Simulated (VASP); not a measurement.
# Ca in VASP: a series of runs

Runs on Ca. Level: PBE. Tasks: single point, relaxation of cell and atoms.

Program: VASP 6.6.1. These are calculated values, not measurements. Logs are shortened: lines on timing, memory, paths and dates and some standing lists are left out, and cuts for length are marked.

### 1 The cell of the first run

Symmetry: Fm-3m, No. 225, cubic system. Conventional cell: a = 5.099 Å, b = 5.099 Å, c = 5.099 Å, α = 90.00°, β = 90.00°, γ = 90.00°. Within 4.7 Å of Ca (site symmetry m-3m) lie 12 Ca at 3.61 Å.

### 2 Single point, PBE

The input, INCAR:

```
  PREC = Accurate
  ENCUT = 520
  EDIFF = 1E-6
  ISMEAR = -1
  SIGMA = 0.08
  LREAL = False
  LASPH = True
  NELM = 60
  ALGO = Normal
  ISIF = 2
  LWAVE = False
  LCHARG = False
  GGA = PE
  NBANDS = 11
```

The input, KPOINTS:

```
regular mesh
0
Gamma
  13 13 13
```

The input, POSCAR:

```
Ca
1.0
    0.0000000000      2.5496213202      2.5496213202
    2.5496213202      0.0000000000      2.5496213202
    2.5496213202      2.5496213202      0.0000000000
Ca
1
Direct
    0.0000000000      0.0000000000      0.0000000000
```

Potentials or basis: VASP PAW PBE potentials, release 64 (Ca_sv).

Run with:

```bash
$ cat potpaw_PBE.64/Ca_sv/POTCAR > POTCAR
$ mpirun -np 1 vasp_std > vasp.out
```

OUTCAR:

```text
PREC = Accurate
   ENCUT = 520
   EDIFF = 1E-6
   ISMEAR = -1
   LREAL = False
   LASPH = True
   NELM = 60
   ISIF = 2
   GGA = PE

 ion  position               nearest neighbor table
   1  0.000  0.000  0.000-

  LATTYP: Found a face centered cubic cell.
 ALAT       =     5.0992426404

  Lattice vectors:

 A1 = (   0.0000000000,   2.5496213202,   2.5496213202)
 A2 = (   2.5496213202,   0.0000000000,   2.5496213202)
 A3 = (   2.5496213202,   2.5496213202,   0.0000000000)

Analysis of symmetry for initial positions (statically):
=====================================================================
 Subroutine PRICEL returns:
 Original cell was already a primitive cell.

 Routine SETGRP: Setting up the symmetry group for a
 face centered cubic supercell.

 Subroutine GETGRP returns: Found 48 space group operations
 (whereof 48 operations were pure point group operations)
 out of a pool of 48 trial point group operations.

The static configuration has the point symmetry O_h .

Analysis of symmetry for dynamics (positions and initial velocities):
=====================================================================
 Subroutine PRICEL returns:
 Original cell was already a primitive cell.

 Routine SETGRP: Setting up the symmetry group for a
 face centered cubic supercell.

 Subroutine GETGRP returns: Found 48 space group operations
 (whereof 48 operations were pure point group operations)
 out of a pool of 48 trial point group operations.

The dynamic configuration has the point symmetry O_h .

 Subroutine INISYM returns: Found 48 space group operations
 (whereof 48 operations are pure point group operations),
 and found     1 'primitive' translations

----------------------------------------------------------------------------------------

                                     Primitive cell

  volume of cell :      33.1480

  direct lattice vectors                    reciprocal lattice vectors
     0.000000000  2.549621320  2.549621320    -0.196107554  0.196107554  0.196107554
     2.549621320  0.000000000  2.549621320     0.196107554 -0.196107554  0.196107554
     2.549621320  2.549621320  0.000000000     0.196107554  0.196107554 -0.196107554

  length of vectors
     3.605709050  3.605709050  3.605709050     0.339668247  0.339668247  0.339668247

  position of ions in fractional coordinates (direct lattice)
     0.000000000  0.000000000  0.000000000

  ion indices of the primitive-cell ions
   primitive index   ion index
                 1           1

----------------------------------------------------------------------------------------

 KPOINTS: regular mesh

Automatic generation of k-mesh.
 Grid dimensions read from file:
 generate k-points for:   13   13   13

 Generating k-lattice:

  Cartesian coordinates                     Fractional coordinates (reciprocal lattice)
    -0.015085196  0.015085196  0.015085196     0.076923077  0.000000000  0.000000000
     0.015085196 -0.015085196  0.015085196     0.000000000  0.076923077  0.000000000
     0.015085196  0.015085196 -0.015085196     0.000000000  0.000000000  0.076923077

  Length of vectors
     0.026128327  0.026128327  0.026128327

  Shift w.r.t. Gamma in fractional coordinates (k-lattice)
     0.000000000  0.000000000  0.000000000

 Subroutine IBZKPT returns following result:
 ===========================================

 Found     84 irreducible k-points:

 Following reciprocal coordinates:
            Coordinates               Weight
  0.000000  0.000000  0.000000      1.000000
  0.076923  0.000000  0.000000      8.000000
  0.153846  0.000000  0.000000      8.000000
  0.230769  0.000000  0.000000      8.000000
  0.307692  0.000000  0.000000      8.000000
  0.384615  0.000000  0.000000      8.000000
[... 16 lines left out ...]
  0.384615  0.153846  0.000000     24.000000
  0.461538  0.153846  0.000000     24.000000
 [... further k-points ...]
   k-points           NKPTS =     84   k-points in BZ     NKDIM =     84   number of bands    NBANDS=     11
   number of dos      NEDOS =    301   number of ions     NIONS =      1
   total plane-waves  NPLWV =  21952
   dimension x,y,z NGX =    28 NGY =   28 NGZ =   28
   dimension x,y,z NGXF=    56 NGYF=   56 NGZF=   56
   ions per type =               1
   NGX,Y,Z   is equivalent  to a cutoff of  12.91, 12.91, 12.91 a.u.
   NGXF,Y,Z  is equivalent  to a cutoff of  25.82, 25.82, 25.82 a.u.
 SYSTEM =  unknown system
   PREC   = accura    normal or accurate (medium, high low for compatibility)
   ISTART =      0    job   : 0-new  1-cont  2-samecut
   ICHARG =      2    charge: 1-file 2-atom 10-const
   ISPIN  =      1    spin polarized calculation?
   LNONCOLLINEAR =      F non collinear calculations
   LSORBIT =      F    spin-orbit coupling
   LASPH  =      T    aspherical Exc in radial PAW
   ENCUT  =  520.0 eV  38.22 Ry    6.18 a.u.   6.70  6.70  6.70*2*pi/ulx,y,z
   NELM   =     60;   NELMIN=  2; NELMDL= -5     # of ELM steps
   EDIFF  = 0.1E-05   stopping-criterion for ELM
   LREAL  =      F    real-space projection
   EDIFFG = 0.1E-04   stopping-criterion for IOM
   NSW    =      0    number of steps for IOM
   IBRION =     -1    ionic relax: 0-MD 1-quasi-New 2-CG
   NFREE  =      0    steps in history (QN), initial steepest desc. (CG)
   ISIF   =      2    stress and relaxation
   ISYM   =      2    0-nonsym 1-usesym 2-fastsym
   POTIM  = 0.5000    time-step for ionic-motion
   TEBEG  =    0.0;   TEEND  =   0.0 temperature during run
   PSTRESS=    0.0 pullay stress
   NELECT =      10.0000    total number of electrons
   NUPDOWN=      -1.0000    fix difference up-down
   EMIN   =  10.00;   EMAX   =-10.00  energy-range for DOS
   EFERMI =   0.00;   METHOD = LEGACY
   ISMEAR =    -1;   SIGMA  =   0.08  broadening in eV -4-tet -1-fermi 0-gaus
   EFERMI_NEDOS =   21; number of points for ismear=-14 and -15
   IALGO  =     38    algorithm
   IMIX   =      4    mixing-type and parameters
     AMIX     =   0.40;   BMIX     =  1.00
     AMIX_MAG =   1.60;   BMIX_MAG =  1.00
  volume/ion in A,a.u.               =      33.15       223.69
  Fermi-wavevector in a.u.,A,eV,Ry     =   1.097967  2.074856 16.402242  1.205531
  Thomas-Fermi vector in A             =   2.234336
   LORBIT       =      0    0 simple, 1 ext, 2 COOP (PROOUT), +10 PAW based schemes
   GGA     = PE    functional components
   LHFCALC =     F    Hartree Fock is set to
   AEXX    =    0.0000 exact exchange contribution
   IVDW    =     0    specifies the selected vdW correction
   LEPSILON=     F    determine dielectric tensor
   LRPA    =     F    only Hartree local field effects (RPA)
 non-spin polarized calculation
  energy-cutoff  :      520.00
  volume of cell :       33.15
 maximum number of plane-waves:       911
   NGX = 13   NGY = 13   NGZ = 13

 number of electron      10.0000002 magnetization

 Free energy of the ion-electron system (eV)
  ---------------------------------------------------
  ext. energy  EPLUGINS =         0.00000000
  ---------------------------------------------------
  free energy    TOTEN  =        -1.79412495 eV

  energy without entropy =       -1.77207706  energy(sigma->0) =       -1.78310100

 E-fermi :   3.0442     XC(G=0):  -8.5207

 val. band max:        3.0142146054   @ k =  -0.3077   0.3846   0.1538
 cond. band min:       3.0789684677   @ k =  -0.3846   0.2308   0.0769
 fundamental gap:      0.0647538623
 Fermi energy:         3.0442067808

 k-point     1 :       0.0000    0.0000    0.0000
  band No.  band energies     occupation
      1     -38.4640      2.00000
      2     -19.3222      2.00000
      3     -19.3222      2.00000
      4     -19.3222      2.00000
      5      -1.4152      2.00000
      6       5.6644      0.00000
      7       5.6644      0.00000
      8       5.6644      0.00000
      9       7.0771      0.00000
     10       7.0771      0.00000
     11      13.2458      0.00000

 k-point     2 :       0.0769    0.0000    0.0000
  band No.  band energies     occupation
      1     -38.4616      2.00000
      2     -19.3416      2.00000
      3     -19.3247      2.00000
      4     -19.3247      2.00000
      5      -1.2898      2.00000
      6       5.5233      0.00000
      7       5.7153      0.00000
      8       5.7153      0.00000
      9       7.0291      0.00000
     10       7.0291      0.00000
     11      13.4477      0.00000

 k-point     3 :       0.1538    0.0000    0.0000
  band No.  band energies     occupation
      1     -38.4551      2.00000
      2     -19.3946      2.00000
      3     -19.3315      2.00000
      4     -19.3315      2.00000
      5      -0.9243      2.00000
      6       5.1596      0.00000
      7       5.8236      0.00000
      8       5.8236      0.00000
      9       6.9518      0.00000
     10       6.9518      0.00000
     11      13.6463      0.00000

 k-point     4 :       0.2308    0.0000    0.0000
  band No.  band energies     occupation
      1     -38.4459      2.00000
      2     -19.4684      2.00000
      3     -19.3410      2.00000
      4     -19.3410      2.00000
      5      -0.3512      2.00000
      6       4.6860      0.00000
      7       5.8531      0.00000
      8       5.8531      0.00000
      9       7.0237      0.00000
     10       7.0237      0.00000
     11      12.4087      0.00000
[... 239 lines left out ...]
 k-point    22 :       0.3077    0.1538    0.0000
  band No.  band energies     occupation
      1     -38.4366      2.00000
      2     -19.5030      2.00000
      3     -19.3706      2.00000
      4     -19.3690      2.00000
      5       0.2590      2.00000
      6       4.3429      0.00000
      7       5.4868      0.00000
      8       6.1222      0.00000
      9       6.7566      0.00000
     10       7.5595      0.00000
     11      12.2496      0.00000

 k-point    23 :       0.3846    0.1538    0.0000
  band No.  band energies     occupation
      1     -38.4282      2.00000
      2     -19.5630      2.00000
      3     -19.3844      2.00000
      4     -19.3785      2.00000
      5       0.9883      2.00000
      6       3.9381      0.00003
      7       5.1993      0.00000
      8       6.0276      0.00000
      9       7.2683      0.00000
     10       7.8439      0.00000
     11      10.9931      0.00000

 k-point    24 :       0.4615    0.1538    0.0000
  band No.  band energies     occupation
      1     -38.4219      2.00000
      2     -19.6063      2.00000
      3     -19.4000      2.00000
      4     -19.3813      2.00000
      5       1.7504      2.00000
      6       3.4815      0.00842
      7       5.0546      0.00000
      8       5.9052      0.00000
      9       7.8053      0.00000
     10       8.0263      0.00000
     11      10.0050      0.00000

 [... further k-points ...]

------------------------ aborting loop because EDIFF is reached ----------------------------------------

  FORCE on cell =-STRESS in cart. coord.  units (eV):
  Direction    XX          YY          ZZ          XY          YZ          ZX
  --------------------------------------------------------------------------------------
  -------------------------------------------------------------------------------------
  Total        1.2700228      1.2700228      1.2700228     -0.0000000      0.0000000     -0.0000000
  in kB       61.3853947     61.3853947     61.3853947     -0.0000000      0.0000000     -0.0000000
  external PRESSURE =      61.3853947 kB  Pullay stress =       0.0000000 kB

 VOLUME and BASIS-vectors are now :
 -----------------------------------------------------------------------------
  energy-cutoff  :      520.00
  volume of cell :       33.15
      direct lattice vectors                 reciprocal lattice vectors
     0.000000000  2.549621320  2.549621320    -0.196107554  0.196107554  0.196107554
     2.549621320  0.000000000  2.549621320     0.196107554 -0.196107554  0.196107554
     2.549621320  2.549621320  0.000000000     0.196107554  0.196107554 -0.196107554

 POSITION                                       TOTAL-FORCE (eV/Angst)
 -----------------------------------------------------------------------------------
      0.00000      0.00000      0.00000         0.000000      0.000000      0.000000
 -----------------------------------------------------------------------------------
    total drift:                               -0.000000     -0.000000     -0.000000

  FREE ENERGIE OF THE ION-ELECTRON SYSTEM (eV)
  ---------------------------------------------------
  free  energy   TOTEN  =        -1.7941249469 eV

  energy  without entropy=       -1.7720770622  energy(sigma->0) =       -1.78310100
```

Run time: 15 s. Hardware: 1 thread of Intel Xeon 6975P-C (Granite Rapids), shared host; peak memory 0.17 GiB.

What came out:

```yaml
Free_energy: -1.7941 eV
Pressure: 6.1 GPa
```

Levels at points of the mesh, in eV from the Fermi level:
| k point | band 1 | band 2 | band 3 | band 4 | band 5 | band 6 | band 7 | band 8 | band 9 | band 10 |
| --- | --- | --- | --- | --- | --- | --- | --- | --- | --- | --- |
| (0.00, 0.00, 0.00) | -41.51 | -22.37 | -22.37 | -22.37 | -4.46 | 2.62 | 2.62 | 2.62 | 4.03 | 4.03 |

Caveat: the cell stands under pressure.

### 3 Relaxation of cell and atoms, PBE, target pressure 6.1 GPa, at which the enthalpy is minimised

The input, INCAR:

```
PREC = Accurate
ENCUT = 600
EDIFF = 1E-6
ISMEAR = -1
SIGMA = 0.08
LREAL = F
LASPH = T
NELM = 60
ALGO = Normal
ISIF = 3
LWAVE = F
LCHARG = F
GGA = PE
IBRION = 2
NSW = 60
EDIFFG = -0.005
PSTRESS = 61.0
```

KPOINTS is that of step 2.

POSCAR is that of step 2.

Potentials or basis: VASP PAW PBE potentials, release 64 (Ca_sv).

Run with:

```bash
$ cat potpaw_PBE.64/Ca_sv/POTCAR > POTCAR
$ mpirun -np 1 vasp_std > vasp.out
```

Run time: 24 s. Hardware: 1 thread of Intel Xeon 6975P-C (Granite Rapids), shared host; peak memory 0.19 GiB.

The run converged. Its results:

```
Free energy                                                : -1.7962 eV
Relaxed volume                                             : 33.20 Å³/atom
Relaxed cell                                               : a = 3.608 Å, b = 3.608 Å, c = 3.608 Å, α = 60.00°, β = 60.00°, γ = 60.00°
Space group after relaxing (to 0.1 Å)                      : Fm-3m (No. 225)
Energy change on relaxing (the run minimises the enthalpy) : -2.1 meV/atom
Ionic steps                                                : 2
Pressure after relaxing                                    : 6.1 GPa
```

Step by step:
```csv
step,energy change (eV),largest force (eV/Å),pressure (GPa),volume (Å³)
1,0.0000,0.0000,6.16,33.15
2,-0.0021,0.0000,6.11,33.20
```

Final structure:
```yaml
crystal:
  lattice:
    - [0.00000, 2.55103, 2.55103]
    - [2.55103, 0.00000, 2.55103]
    - [2.55103, 2.55103, 0.00000]
  atoms:
    - { symbol: Ca, position: [0.00000, 0.00000, 0.00000] }
```

Levels at points of the mesh, in eV from the Fermi level:
```tsv
k point	band 1	band 2	band 3	band 4	band 5	band 6	band 7	band 8	band 9
(0.00, 0.00, 0.00)	-41.51	-22.37	-22.37	-22.37	-4.46	2.62	2.62	2.62	4.03
```

Caveat: the cell is relaxed towards a set pressure, so the run minimises the enthalpy, not the energy.

(Continued in part 2 of 2.)
